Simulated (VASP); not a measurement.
# PbS (P6_3/mmc) in VASP: single point with PBE0

Aim: the single point of PbS with PBE0.

All numbers are computed with VASP 6.6.1; they aren't measurements. Logs are shortened: lines on timing, memory, paths and dates and some standing lists are left out, and cuts for length are marked.

### Step 1. The cell of the first run

The structure is hexagonal, space group P6_3/mmc (No. 194). Conventional cell: a = 4.123 Å, b = 4.123 Å, c = 7.334 Å, α = 90.00°, β = 90.00°, γ = 120.00°. Pb (site symmetry -3m) has 6 S at 3.00 Å and 8 Pb at 3.67 to 4.12 Å within 4.2 Å. Within 4.2 Å of S (site symmetry -6m2) lie 6 Pb at 3.00 Å and 6 S at 4.12 Å.

### Step 2. Single point, PBE0

Contents of POSCAR:

```
PbS
1.0
    4.1234513013      0.0000000000      0.0000000000
   -2.0617256507      3.5710135782      0.0000000000
    0.0000000000      0.0000000000      7.3337316572
Pb S
2 2
Direct
    0.0000000000      0.0000000000      0.0000000000
    0.0000000000      0.0000000000      0.5000000000
    0.3333333333      0.6666666667      0.2500000000
    0.6666666667      0.3333333333      0.7500000000
```

Contents of INCAR.step1:

```
SYSTEM = PbS
PREC = Accurate
ENCUT = 400
EDIFF = 1E-5
ISMEAR = 0
SIGMA = 0.01
LREAL = .False.
LASPH = .True.
NELM = 120
ALGO = Normal
ISIF = 2
LWAVE = .True.
NBANDS = 28
GGA = PE
GGA_COMPAT = .False.
KPAR = 4
```

Contents of INCAR.step2:

```
SYSTEM = PbS
PREC = Accurate
ENCUT = 400
EDIFF = 1E-6
ISMEAR = 0
SIGMA = 0.01
LREAL = .False.
LASPH = .True.
NELM = 120
ALGO = Normal
ISIF = 2
LWAVE = .False.
LCHARG = .True.
GGA = PE
LHFCALC = .True.
AEXX = 0.25
PRECFOCK = Normal
LVHAR = .True.
NBANDS = 28
ISTART = 1
GGA_COMPAT = .False.
KPAR = 4
```

Contents of KPOINTS:

```
Automatic mesh
0
Gamma
  6 6 2
  0 0 0
```

Potentials or basis: VASP PAW PBE potentials, release 64 (Pb_d, S).

The run is started by

```bash
cat potpaw_PBE.64/Pb_d/POTCAR potpaw_PBE.64/S/POTCAR > POTCAR
cp INCAR.step1 INCAR
mpirun -np 4 vasp_std > vasp.out
cp INCAR.step2 INCAR
mpirun -np 4 vasp_std > vasp.out
```

OUTCAR:

```text
SYSTEM = PbS
   PREC = Accurate
   ENCUT = 400
   EDIFF = 1E-6
   ISMEAR = 0
   LREAL = .False.
   LASPH = .True.
   NELM = 120
   ISIF = 2
   GGA = PE
   LHFCALC = .True.
   AEXX = 0.25
   PRECFOCK = Normal
   ISTART = 1

 ion  position               nearest neighbor table
   1  0.000  0.000  0.000-   3 3.00   4 3.00   4 3.00   3 3.00   4 3.00   3 3.00   2 3.67   2 3.67

   2  0.000  0.000  0.500-   3 3.00   4 3.00   4 3.00   3 3.00   4 3.00   3 3.00   1 3.67   1 3.67

   3  0.333  0.667  0.250-   1 3.00   2 3.00   1 3.00   2 3.00   1 3.00   2 3.00
   4  0.667  0.333  0.750-   1 3.00   2 3.00   1 3.00   2 3.00   1 3.00   2 3.00

  LATTYP: Found a hexagonal cell.
 ALAT       =     4.1234513013
 C/A-ratio  =     1.7785420807

  Lattice vectors:

 A1 = (   4.1234513013,   0.0000000000,   0.0000000000)
 A2 = (  -2.0617256507,   3.5710135782,   0.0000000000)
 A3 = (   0.0000000000,   0.0000000000,   7.3337316572)

Analysis of symmetry for initial positions (statically):
=====================================================================
 Subroutine PRICEL returns:
 Original cell was already a primitive cell.

 Routine SETGRP: Setting up the symmetry group for a
 hexagonal supercell.

 Subroutine GETGRP returns: Found 24 space group operations
 (whereof 12 operations were pure point group operations)
 out of a pool of 24 trial point group operations.

The static configuration has the point symmetry D_3d.
 The point group associated with its full space group is D_6h.

Analysis of symmetry for dynamics (positions and initial velocities):
=====================================================================
 Subroutine PRICEL returns:
 Original cell was already a primitive cell.

 Routine SETGRP: Setting up the symmetry group for a
 hexagonal supercell.

 Subroutine GETGRP returns: Found 24 space group operations
 (whereof 12 operations were pure point group operations)
 out of a pool of 24 trial point group operations.

The dynamic configuration has the point symmetry D_3d.
 The point group associated with its full space group is D_6h.

 Subroutine INISYM returns: Found 24 space group operations
 (whereof 12 operations are pure point group operations),
 and found     1 'primitive' translations

----------------------------------------------------------------------------------------

                                     Primitive cell

  volume of cell :     107.9885

  direct lattice vectors                    reciprocal lattice vectors
     4.123451301  0.000000000  0.000000000     0.242515293  0.140016270  0.000000000
    -2.061725651  3.571013578  0.000000000     0.000000000  0.280032539  0.000000000
     0.000000000  0.000000000  7.333731657     0.000000000  0.000000000  0.136356230

  length of vectors
     4.123451301  4.123451301  7.333731657     0.280032539  0.280032539  0.136356230

  position of ions in fractional coordinates (direct lattice)
     0.000000000  0.000000000  0.000000000
     0.000000000  0.000000000  0.500000000
     0.333333333  0.666666667  0.250000000
     0.666666667  0.333333333  0.750000000

  ion indices of the primitive-cell ions
   primitive index   ion index
                 1           1
                 2           2
                 3           3
                 4           4

----------------------------------------------------------------------------------------

 KPOINTS: Automatic mesh

Automatic generation of k-mesh.
 Grid dimensions read from file:
 generate k-points for:    6    6    2

 Generating k-lattice:

  Cartesian coordinates                     Fractional coordinates (reciprocal lattice)
     0.040419215  0.023336045  0.000000000     0.166666667  0.000000000  0.000000000
     0.000000000  0.046672090  0.000000000     0.000000000  0.166666667  0.000000000
     0.000000000  0.000000000  0.068178115     0.000000000  0.000000000  0.500000000

  Length of vectors
     0.046672090  0.046672090  0.068178115

  Shift w.r.t. Gamma in fractional coordinates (k-lattice)
     0.000000000  0.000000000  0.000000000

 Subroutine IBZKPT returns following result:
 ===========================================

 Found     14 irreducible k-points:

 Following reciprocal coordinates:
            Coordinates               Weight
  0.000000  0.000000  0.000000      1.000000
  0.166667  0.000000  0.000000      6.000000
  0.333333  0.000000  0.000000      6.000000
  0.500000  0.000000  0.000000      3.000000
  0.166667  0.166667  0.000000      6.000000
  0.333333  0.166667  0.000000     12.000000
  0.333333  0.333333  0.000000      2.000000
  0.000000  0.000000  0.500000      1.000000
  0.166667  0.000000  0.500000      6.000000
  0.333333  0.000000  0.500000      6.000000
  0.500000  0.000000  0.500000      3.000000
  0.166667  0.166667  0.500000      6.000000
  0.333333  0.166667  0.500000     12.000000
  0.333333  0.333333  0.500000      2.000000
   k-points           NKPTS =     14   k-points in BZ     NKDIM =     72   number of bands    NBANDS=     28
   number of dos      NEDOS =    301   number of ions     NIONS =      4
   total plane-waves  NPLWV =  37632
   dimension x,y,z NGX =    28 NGY =   28 NGZ =   48
   dimension x,y,z NGXF=    56 NGYF=   56 NGZF=   96
   ions per type =               2   2
   NGX,Y,Z   is equivalent  to a cutoff of  11.29, 11.29, 10.88 a.u.
   NGXF,Y,Z  is equivalent  to a cutoff of  22.58, 22.58, 21.76 a.u.
 SYSTEM =  PbS
   PREC   = accura    normal or accurate (medium, high low for compatibility)
   ISTART =      1    job   : 0-new  1-cont  2-samecut
   ICHARG =      0    charge: 1-file 2-atom 10-const
   ISPIN  =      1    spin polarized calculation?
   LNONCOLLINEAR =      F non collinear calculations
   LSORBIT =      F    spin-orbit coupling
   LASPH  =      T    aspherical Exc in radial PAW
   ENCUT  =  400.0 eV  29.40 Ry    5.42 a.u.   6.72  6.72 11.96*2*pi/ulx,y,z
   NELM   =    120;   NELMIN=  2; NELMDL=  0     # of ELM steps
   EDIFF  = 0.1E-05   stopping-criterion for ELM
   LREAL  =      F    real-space projection
   EDIFFG = 0.1E-04   stopping-criterion for IOM
   NSW    =      0    number of steps for IOM
   IBRION =     -1    ionic relax: 0-MD 1-quasi-New 2-CG
   NFREE  =      0    steps in history (QN), initial steepest desc. (CG)
   ISIF   =      2    stress and relaxation
   ISYM   =      3    0-nonsym 1-usesym 2-fastsym
   POTIM  = 0.5000    time-step for ionic-motion
   TEBEG  =    0.0;   TEEND  =   0.0 temperature during run
   PSTRESS=    0.0 pullay stress
   NELECT =      40.0000    total number of electrons
   NUPDOWN=      -1.0000    fix difference up-down
   EMIN   =  10.00;   EMAX   =-10.00  energy-range for DOS
   EFERMI =   0.00;   METHOD = LEGACY
   ISMEAR =     0;   SIGMA  =   0.01  broadening in eV -4-tet -1-fermi 0-gaus
   EFERMI_NEDOS =   21; number of points for ismear=-14 and -15
   IALGO  =     38    algorithm
   IMIX   =      1    mixing-type and parameters
     AMIX     =   0.40;   BMIX     =  1.00
     AMIX_MAG =   1.60;   BMIX_MAG =  1.00
  volume/ion in A,a.u.               =      27.00       182.19
  Fermi-wavevector in a.u.,A,eV,Ry     =   1.175716  2.221781 18.807438  1.382308
  Thomas-Fermi vector in A             =   2.312092
   LORBIT       =      0    0 simple, 1 ext, 2 COOP (PROOUT), +10 PAW based schemes
   GGA     = PE    functional components
   LHFCALC =     T    Hartree Fock is set to
   PRECFOCK=normal    Normal, Fast or Accurate (Low or Medium for compatibility)
   ENCUT4O =  -1.0   cutoff for four orbital integrals eV
   NKREDX  =     1    reduce k-point grid by
   NKREDY  =     1    reduce k-point grid by
   NKREDZ  =     1    reduce k-point grid by
   AEXX    =    0.2500 exact exchange contribution
   HFSCREEN=    0.0000 screening length (either q_TF or 0.3 A-1)
   HFSCREENC=   0.0000 screening length for correlation (either q_TF or 0.3 A-1)
   ENCUTFOCK=  -1.0 apply spherical cutoff to Coloumb kernel
   IVDW    =     0    specifies the selected vdW correction
   LEPSILON=     F    determine dielectric tensor
   LRPA    =     F    only Hartree local field effects (RPA)
 non-spin polarized calculation
 Gauss-broadening in eV      SIGMA  =   0.01
  energy-cutoff  :      400.00
  volume of cell :      107.99
 maximum number of plane-waves:      1992
 NGX is ok and might be reduce to    28
  NGX = 24; NGY = 24; NGZ = 40

 number of electron      40.0000019 magnetization

 Free energy of the ion-electron system (eV)
  ---------------------------------------------------
  ext. energy  EPLUGINS =         0.00000000
  ---------------------------------------------------
  free energy    TOTEN  =       -22.59705910 eV

  energy without entropy =      -22.59705910  energy(sigma->0) =      -22.59705910

 E-fermi :   5.3934     XC(G=0):  -7.5198

 val. band max:        5.2976227479   @ k =   0.0000   0.0000   0.0000
 cond. band min:       6.2316045537   @ k =   0.0000   0.0000   0.0000
 fundamental gap:      0.9339818058
 Fermi energy:         5.3934305806

 k-point     1 :       0.0000    0.0000    0.0000
  band No.  band energies     occupation
      1     -14.0343      2.00000
      2     -13.9737      2.00000
      3     -13.9737      2.00000
      4     -13.9487      2.00000
      5     -13.9487      2.00000
      6     -13.9368      2.00000
[... 20 lines left out ...]
     27      12.1753      0.00000
     28      13.8173      0.00000

 k-point     2 :       0.1667    0.0000    0.0000
  band No.  band energies     occupation
      1     -14.0282      2.00000
      2     -14.0007      2.00000
      3     -13.9663      2.00000
      4     -13.9533      2.00000
      5     -13.9440      2.00000
      6     -13.9350      2.00000
[... 20 lines left out ...]
     27      11.9192      0.00000
     28      12.7889      0.00000

 k-point     3 :       0.3333    0.0000    0.0000
  band No.  band energies     occupation
      1     -14.0607      2.00000
      2     -14.0157      2.00000
      3     -13.9656      2.00000
      4     -13.9645      2.00000
      5     -13.9505      2.00000
      6     -13.9102      2.00000
[... 306 lines left out ...]
      3     -13.9421      2.00000
      4     -13.9421      2.00000
      5     -13.9375      2.00000
      6     -13.9375      2.00000
[... 20 lines left out ...]
     27      13.1619      0.00000
     28      13.1619      0.00000

 k-point    14 :       0.3333    0.3333    0.5000
  band No.  band energies     occupation
      1     -14.0014      2.00000
      2     -14.0014      2.00000
      3     -13.9542      2.00000
      4     -13.9542      2.00000
      5     -13.9198      2.00000
      6     -13.9198      2.00000
[... 20 lines left out ...]
     27      14.0171      0.00000
     28      14.0171      0.00000

------------------------ aborting loop because EDIFF is reached ----------------------------------------

  FORCE on cell =-STRESS in cart. coord.  units (eV):
  Direction    XX          YY          ZZ          XY          YZ          ZX
  --------------------------------------------------------------------------------------
  -------------------------------------------------------------------------------------
  Total       -0.0804589     -0.0804589     -0.2968968      0.0000000      0.0000000     -0.0000000
  in kB       -1.1937336     -1.1937336     -4.4049265      0.0000000      0.0000000     -0.0000000
  external PRESSURE =      -2.2641312 kB  Pullay stress =       0.0000000 kB

 VOLUME and BASIS-vectors are now :
 -----------------------------------------------------------------------------
  energy-cutoff  :      400.00
  volume of cell :      107.99
      direct lattice vectors                 reciprocal lattice vectors
     4.123451301  0.000000000  0.000000000     0.242515293  0.140016270  0.000000000
    -2.061725651  3.571013578  0.000000000     0.000000000  0.280032539  0.000000000
     0.000000000  0.000000000  7.333731657     0.000000000  0.000000000  0.136356230

 POSITION                                       TOTAL-FORCE (eV/Angst)
 -----------------------------------------------------------------------------------
      0.00000      0.00000      0.00000        -0.000000      0.000000     -0.000000
      0.00000      0.00000      3.66687        -0.000000      0.000000     -0.000000
     -0.00000      2.38068      1.83343         0.000000      0.000000      0.000000
      2.06173      1.19034      5.50030         0.000000      0.000000     -0.000000
 -----------------------------------------------------------------------------------
    total drift:                                0.000000      0.000000      0.000002

  FREE ENERGIE OF THE ION-ELECTRON SYSTEM (eV)
  ---------------------------------------------------
  free  energy   TOTEN  =       -22.5970590970 eV

  energy  without entropy=      -22.5970590970  energy(sigma->0) =      -22.59705910
```

Run time: 27 min. Hardware: 4 MPI ranks of AMD EPYC 7R13 (Zen 3), shared host; peak memory 0.2 GiB.

Results:

- Free energy: -22.5971 eV
- Pressure: -0.2 GPa
- Band gap on the k mesh: 0.93 eV

Stress tensor (GPa, compression positive):
```
-0.12  0.00  0.00
 0.00 -0.12  0.00
 0.00  0.00 -0.44
```

Caveat: the k points lie up to 0.43 Å⁻¹ apart; the PAW data sets were made with another functional, which shifts forces and pressure a little; spin-orbit coupling is left out, which moves the levels of the heavy elements.
